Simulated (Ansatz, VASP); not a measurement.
Al2Pt in VASP and in Ansatz

```
Al Pt
1.0
     0.00000    2.89590    2.95500
     2.89590    0.00000    2.95500
     2.89590    2.89590    0.00000
Al Pt
2 1
Direct
  0.25000 0.25000 0.25000
  0.75000 0.75000 0.75000
  0.00000 0.00000 0.00000
```

Change from the starting cell: equal xx and yy strain of -2 %.

Alike in both runs: task single point; functional LDA; k mesh 12 × 12 × 12; occupations fermi-dirac, width 0.08 eV; no spin polarisation.

```csv
,VASP,Ansatz
version,VASP 6.6.1,Ansatz 0.2.0
potentials or method,"VASP PAW LDA potentials, release 64 (Al, Pt), cutoff 520 eV","all-electron LAPW, scalar-relativistic"
```

Ansatz gave:

| Item | Value |
| --- | --- |
| pressure (GPa) | 1.7 |
| traceless stress, the component that is largest in VASP (GPa) | -0.91 |

Q: Which values does VASP return?

A: Pressure (GPa): 2.2; traceless stress, the component that is largest in VASP (GPa): -0.90.

LDA's correlation is that of Perdew and Zunger in VASP and of Perdew and Wang (1992) in Ansatz. Ansatz ran all-electron here, and VASP with PAW potentials.

Spin-orbit coupling is off throughout.
